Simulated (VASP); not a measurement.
# Si (P1) in VASP: single point with LDA

Aim: the single point of Si with LDA.

All numbers are computed with VASP 6.6.1; they aren't measurements. Logs are shortened: lines on timing, memory, paths and dates and some standing lists are left out, and cuts for length are marked.

## (1) The cell of the first run

The typed cell holds 8 atoms: a = 5.493 Å, b = 5.711 Å, c = 5.836 Å, α = 111.91°, β = 103.61°, γ = 113.48°.

## (2) Single point, LDA

Input file INCAR:

```
PREC = Accurate
ENCUT = 520
EDIFF = 1E-6
ISMEAR = 0
SIGMA = 0.15
LREAL = F
LASPH = T
NELM = 80
ALGO = Normal
ISIF = 2
LWAVE = F
LCHARG = F
GGA = CA
NBANDS = 26
```

Input file KPOINTS:

```
Automatic mesh
0
Gamma
  6 6 6
```

Input file POSCAR:

```
Si
1.0
    4.6134107638      2.3558043146      1.8289713158
   -4.7470984376      2.7307308135      1.6214947066
    0.2578520356     -5.4048753253      2.1859076390
Si
8
Direct
    0.0229128196      0.7198011361      0.5237929610
    0.9772310297      0.2755730625      0.4730493237
    0.7176794014      0.7144007533      0.7128568297
    0.2833566029      0.4788482097      0.9817370427
    0.4723511436      0.9765121200      0.2781552377
    0.7204455987      0.5268322462      0.0249087542
    0.2826882545      0.2857523862      0.2858577250
    0.5233351495      0.0222800859      0.7196421258
```

Potentials or basis: VASP PAW LDA potentials, release 64 (Si).

The run is started by

```
$ cat potpaw_LDA.64/Si/POTCAR > POTCAR
$ mpirun -np 1 vasp_std > vasp.out
```

OUTCAR:

```text
PREC = Accurate
   ENCUT = 520
   EDIFF = 1E-6
   ISMEAR = 0
   LREAL = F
   LASPH = T
   NELM = 80
   ISIF = 2
   GGA = CA

 ion  position               nearest neighbor table
   1  0.023  0.720  0.524-   3 2.21   8 2.26   2 2.34   6 2.51
   2  0.977  0.276  0.473-   7 2.20   5 2.28   1 2.34   4 2.55
   3  0.718  0.714  0.713-   1 2.21   8 2.39   7 2.43   6 2.43
   4  0.283  0.479  0.982-   6 2.25   5 2.30   7 2.41   2 2.55
   5  0.472  0.977  0.278-   2 2.28   4 2.30   7 2.37   8 2.43
   6  0.720  0.527  0.025-   4 2.25   8 2.33   3 2.43   1 2.51
   7  0.283  0.286  0.286-   2 2.20   5 2.37   4 2.41   3 2.43
   8  0.523  0.022  0.720-   1 2.26   6 2.33   3 2.39   5 2.43

  LATTYP: Found a triclinic cell.
 ALAT       =    14.2988758095
 B/A-ratio  =     0.6228838900
 C/A-ratio  =     0.3994360604
 COS(alpha) =     0.0012327478
 COS(beta)  =     0.2478933984
 COS(gamma) =     0.9500469065

  Lattice vectors:

 A1 = (   8.8448051302,  10.4348241517,  -4.1643386688)
 A2 = (   4.3555587282,   7.7606796399,  -0.3569363232)
 A3 = (   4.7470984376,  -2.7307308135,  -1.6214947066)

Analysis of symmetry for initial positions (statically):
=====================================================================
 Subroutine PRICEL returns:
 Original cell was already a primitive cell.

 Routine SETGRP: Setting up the symmetry group for a
 triclinic supercell.

 Subroutine GETGRP returns: Found  1 space group operations
 (whereof  1 operations were pure point group operations)
 out of a pool of  2 trial point group operations.

The static configuration has the point symmetry C_1 .

Analysis of symmetry for dynamics (positions and initial velocities):
=====================================================================
 Subroutine PRICEL returns:
 Original cell was already a primitive cell.

 Routine SETGRP: Setting up the symmetry group for a
 triclinic supercell.

 Subroutine GETGRP returns: Found  1 space group operations
 (whereof  1 operations were pure point group operations)
 out of a pool of  2 trial point group operations.

The dynamic configuration has the point symmetry C_1 .

 Subroutine INISYM returns: Found  1 space group operations
 (whereof  1 operations are pure point group operations),
 and found     1 'primitive' translations

----------------------------------------------------------------------------------------

                                     Primitive cell

  volume of cell :     139.0393

  direct lattice vectors                    reciprocal lattice vectors
     4.613410764  2.355804315  1.828971316     0.105963574  0.077638652  0.179469756
    -4.747098438  2.730730814  1.621494707    -0.108134403  0.069137900  0.183706027
     0.257852036 -5.404875325  2.185907639    -0.008447281 -0.116247184  0.171039530

  length of vectors
     5.493496966  5.711486622  5.835868158     0.222408256  0.224100430  0.206976532

  position of ions in fractional coordinates (direct lattice)
     0.022912820  0.719801136  0.523792961
     0.977231030  0.275573063  0.473049324
     0.717679401  0.714400753  0.712856830
     0.283356603  0.478848210  0.981737043
     0.472351144  0.976512120  0.278155238
     0.720445599  0.526832246  0.024908754
     0.282688255  0.285752386  0.285857725
     0.523335149  0.022280086  0.719642126

  ion indices of the primitive-cell ions
   primitive index   ion index
                 1           1
                 2           2
                 3           3
                 4           4
                 5           5
                 6           6
                 7           7
                 8           8

----------------------------------------------------------------------------------------

 KPOINTS: Automatic mesh

Automatic generation of k-mesh.
 Grid dimensions read from file:
 generate k-points for:    6    6    6

 Generating k-lattice:

  Cartesian coordinates                     Fractional coordinates (reciprocal lattice)
     0.017660596  0.012939775  0.029911626     0.166666667  0.000000000 -0.000000000
    -0.018022400  0.011522983  0.030617671    -0.000000000  0.166666667  0.000000000
    -0.001407880 -0.019374531  0.028506588     0.000000000  0.000000000  0.166666667

  Length of vectors
     0.037068043  0.037350072  0.034496089

  Shift w.r.t. Gamma in fractional coordinates (k-lattice)
     0.000000000  0.000000000  0.000000000

 Subroutine IBZKPT returns following result:
 ===========================================

 Found    112 irreducible k-points:

 Following reciprocal coordinates:
            Coordinates               Weight
  0.000000  0.000000  0.000000      1.000000
  0.166667 -0.000000 -0.000000      2.000000
  0.333333  0.000000 -0.000000      2.000000
  0.500000  0.000000 -0.000000      1.000000
 -0.000000  0.166667 -0.000000      2.000000
  0.166667  0.166667 -0.000000      2.000000
[... 16 lines left out ...]
  0.333333  0.000000  0.166667      2.000000
  0.500000  0.000000  0.166667      2.000000
 [... further k-points ...]
   k-points           NKPTS =    112   k-points in BZ     NKDIM =    112   number of bands    NBANDS=     26
   number of dos      NEDOS =    301   number of ions     NIONS =      8
   total plane-waves  NPLWV =  84672
   dimension x,y,z NGX =    42 NGY =   42 NGZ =   48
   dimension x,y,z NGXF=    84 NGYF=   84 NGZF=   96
   ions per type =               8
   NGX,Y,Z   is equivalent  to a cutoff of  12.71, 12.23, 13.67 a.u.
   NGXF,Y,Z  is equivalent  to a cutoff of  25.42, 24.45, 27.35 a.u.
 SYSTEM =  unknown system
   PREC   = accura    normal or accurate (medium, high low for compatibility)
   ISTART =      0    job   : 0-new  1-cont  2-samecut
   ICHARG =      2    charge: 1-file 2-atom 10-const
   ISPIN  =      1    spin polarized calculation?
   LNONCOLLINEAR =      F non collinear calculations
   LSORBIT =      F    spin-orbit coupling
   LASPH  =      T    aspherical Exc in radial PAW
   ENCUT  =  520.0 eV  38.22 Ry    6.18 a.u.  10.21 10.62 10.85*2*pi/ulx,y,z
   NELM   =     80;   NELMIN=  2; NELMDL= -5     # of ELM steps
   EDIFF  = 0.1E-05   stopping-criterion for ELM
   LREAL  =      F    real-space projection
   EDIFFG = 0.1E-04   stopping-criterion for IOM
   NSW    =      0    number of steps for IOM
   IBRION =     -1    ionic relax: 0-MD 1-quasi-New 2-CG
   NFREE  =      0    steps in history (QN), initial steepest desc. (CG)
   ISIF   =      2    stress and relaxation
   ISYM   =      2    0-nonsym 1-usesym 2-fastsym
   POTIM  = 0.5000    time-step for ionic-motion
   TEBEG  =    0.0;   TEEND  =   0.0 temperature during run
   PSTRESS=    0.0 pullay stress
   NELECT =      32.0000    total number of electrons
   NUPDOWN=      -1.0000    fix difference up-down
   EMIN   =  10.00;   EMAX   =-10.00  energy-range for DOS
   EFERMI =   0.00;   METHOD = LEGACY
   ISMEAR =     0;   SIGMA  =   0.15  broadening in eV -4-tet -1-fermi 0-gaus
   EFERMI_NEDOS =   21; number of points for ismear=-14 and -15
   IALGO  =     38    algorithm
   IMIX   =      4    mixing-type and parameters
     AMIX     =   0.40;   BMIX     =  1.00
     AMIX_MAG =   1.60;   BMIX_MAG =  1.00
  volume/ion in A,a.u.               =      17.38       117.29
  Fermi-wavevector in a.u.,A,eV,Ry     =   1.003257  1.895881 13.694604  1.006525
  Thomas-Fermi vector in A             =   2.135797
   LORBIT       =      0    0 simple, 1 ext, 2 COOP (PROOUT), +10 PAW based schemes
   GGA     = CA    functional components
   LHFCALC =     F    Hartree Fock is set to
   AEXX    =    0.0000 exact exchange contribution
   IVDW    =     0    specifies the selected vdW correction
   LEPSILON=     F    determine dielectric tensor
   LRPA    =     F    only Hartree local field effects (RPA)
 non-spin polarized calculation
 Gauss-broadening in eV      SIGMA  =   0.15
  energy-cutoff  :      520.00
  volume of cell :      139.04
 maximum number of plane-waves:      3764
 NGX is ok and might be reduce to    42
   NGX = 21   NGY = 21   NGZ = 21

 number of electron      32.0000000 magnetization

 Free energy of the ion-electron system (eV)
  ---------------------------------------------------
  ext. energy  EPLUGINS =         0.00000000
  ---------------------------------------------------
  free energy    TOTEN  =       -45.82633416 eV

  energy without entropy =      -45.81467135  energy(sigma->0) =      -45.82050275

 E-fermi :   7.4231     XC(G=0): -10.3071

 val. band max:        7.4205593617   @ k =   0.1667   0.1667   0.5000
 cond. band min:       7.4366094709   @ k =   0.1667   0.0000   0.3333
 fundamental gap:      0.0160501093
 Fermi energy:         7.4230867478

 k-point     1 :       0.0000    0.0000    0.0000
  band No.  band energies     occupation
      1      -5.4864      2.00000
      2      -1.0434      2.00000
      3      -0.9554      2.00000
      4      -0.3221      2.00000
      5       0.3968      2.00000
      6       0.8566      2.00000
[... 18 lines left out ...]
     25      12.7629      0.00000
     26      13.2684      0.00000

 k-point     2 :       0.1667   -0.0000   -0.0000
  band No.  band energies     occupation
      1      -5.3041      2.00000
      2      -1.3808      2.00000
      3      -1.1802      2.00000
      4      -0.6896      2.00000
      5      -0.3244      2.00000
      6       0.8581      2.00000
[... 18 lines left out ...]
     25      12.4240      0.00000
     26      12.8190      0.00000

 k-point     3 :       0.3333    0.0000   -0.0000
  band No.  band energies     occupation
      1      -4.7720      2.00000
      2      -2.5604      2.00000
      3      -1.4092      2.00000
      4      -1.1550      2.00000
      5      -0.7010      2.00000
      6       0.5100      2.00000
[... 18 lines left out ...]
     25      11.9739      0.00000
     26      12.2443      0.00000

 k-point     4 :       0.5000    0.0000   -0.0000
  band No.  band energies     occupation
      1      -4.1513      2.00000
      2      -3.4747      2.00000
      3      -1.5194      2.00000
      4      -1.2071      2.00000
      5      -0.9258      2.00000
      6       0.3686      2.00000
[... 18 lines left out ...]
     25      11.8905      0.00000
     26      12.1899      0.00000

 k-point     5 :      -0.0000    0.1667   -0.0000
  band No.  band energies     occupation
      1      -5.3027      2.00000
      2      -1.6610      2.00000
      3      -1.1630      2.00000
      4      -0.6520      2.00000
      5       0.1247      2.00000
      6       0.7497      2.00000
[... 18 lines left out ...]
     25      12.4555      0.00000
     26      13.0380      0.00000

 k-point     6 :       0.1667    0.1667   -0.0000
  band No.  band energies     occupation
      1      -4.9350      2.00000
      2      -2.0175      2.00000
      3      -1.7740      2.00000
      4      -1.4582      2.00000
      5       0.0184      2.00000
      6       0.7481      2.00000
[... 427 lines left out ...]
 k-point    21 :       0.0000   -0.0000    0.1667
  band No.  band energies     occupation
      1      -5.3339      2.00000
      2      -1.8231      2.00000
      3      -0.9232      2.00000
      4      -0.3663      2.00000
      5      -0.0124      2.00000
      6       0.7483      2.00000
[... 18 lines left out ...]
     25      12.6297      0.00000
     26      12.9053      0.00000

 k-point    22 :       0.1667    0.0000    0.1667
  band No.  band energies     occupation
      1      -5.0150      2.00000
      2      -2.2183      2.00000
      3      -1.5491      2.00000
      4      -1.0399      2.00000
      5      -0.0147      2.00000
      6       0.8357      2.00000
[... 18 lines left out ...]
     25      12.3460      0.00000
     26      12.7112      0.00000

 k-point    23 :       0.3333    0.0000    0.1667
  band No.  band energies     occupation
      1      -4.3783      2.00000
      2      -2.9239      2.00000
      3      -2.2529      2.00000
      4      -1.4672      2.00000
      5       0.0074      2.00000
      6       0.6449      2.00000
[... 18 lines left out ...]
     25      12.1686      0.00000
     26      12.5432      0.00000

 k-point    24 :       0.5000    0.0000    0.1667
  band No.  band energies     occupation
      1      -4.2017      2.00000
      2      -3.1995      2.00000
      3      -2.0924      2.00000
      4      -1.5812      2.00000
      5      -0.2900      2.00000
      6       0.6659      2.00000
[... 18 lines left out ...]
     25      12.0667      0.00000
     26      12.2959      0.00000

 [... further k-points ...]

------------------------ aborting loop because EDIFF is reached ----------------------------------------

  FORCE on cell =-STRESS in cart. coord.  units (eV):
  Direction    XX          YY          ZZ          XY          YZ          ZX
  --------------------------------------------------------------------------------------
  -------------------------------------------------------------------------------------
  Total        2.5997953      3.0142492      0.3585768      8.1583380      7.5768717     -0.9759387
  in kB       29.9579526     34.7337872      4.1319510     94.0101348     87.3097851    -11.2459337
  external PRESSURE =      22.9412303 kB  Pullay stress =       0.0000000 kB

 VOLUME and BASIS-vectors are now :
 -----------------------------------------------------------------------------
  energy-cutoff  :      520.00
  volume of cell :      139.04
      direct lattice vectors                 reciprocal lattice vectors
     4.613410764  2.355804315  1.828971316     0.105963574  0.077638652  0.179469756
    -4.747098438  2.730730814  1.621494707    -0.108134403  0.069137900  0.183706027
     0.257852036 -5.404875325  2.185907639    -0.008447281 -0.116247184  0.171039530

 POSITION                                       TOTAL-FORCE (eV/Angst)
 -----------------------------------------------------------------------------------
     -3.17620     -0.81147      2.35402         0.244100      0.879332     -0.780404
      3.32217      0.49791      3.26821        -0.398861     -1.131961      0.751143
      0.10343     -0.21135      4.02925        -0.937590     -0.953885     -0.095348
     -0.71276     -3.33103      3.44069        -0.478769     -0.442058     -1.160369
     -2.38473      2.27596      3.05535        -0.511869     -0.354572      0.058442
      0.82921      3.00124      2.22638         0.588023      0.603547      0.770581
      0.02137     -0.09875      1.60523         0.953333      0.941639      0.129241
      2.49416     -2.59586      2.56636         0.541633      0.457957      0.326714
 -----------------------------------------------------------------------------------
    total drift:                               -0.000002      0.000025     -0.000054

  FREE ENERGIE OF THE ION-ELECTRON SYSTEM (eV)
  ---------------------------------------------------
  free  energy   TOTEN  =       -45.8263341622 eV

  energy  without entropy=      -45.8146713472  energy(sigma->0) =      -45.82050275
```

Wall time 15 min (1 thread of Intel Xeon 8259CL, shared host); peak memory 0.39 GiB.

What came out:

| Item | Value |
| --- | --- |
| Free energy | -45.8263 eV |
| Pressure | 2.3 GPa |
| Largest force | 1.416 eV/Å |
| Band gap on the k mesh | zero (bands 16 and 17 overlap by 1.11 eV) |

Forces on the atoms (eV/Å):
```
Si   0.244  0.879 -0.780
Si  -0.399 -1.132  0.751
Si  -0.938 -0.954 -0.095
Si  -0.479 -0.442 -1.160
Si  -0.512 -0.355  0.058
Si   0.588  0.604  0.771
Si   0.953  0.942  0.129
Si   0.542  0.458  0.327
```

Stress tensor (GPa, compression positive):
```
 3.00  9.40 -1.12
 9.40  3.47  8.73
-1.12  8.73  0.41
```

Caveat: forces of over 1 eV/Å act on the atoms, so gaps and moduli don't describe the material at rest.
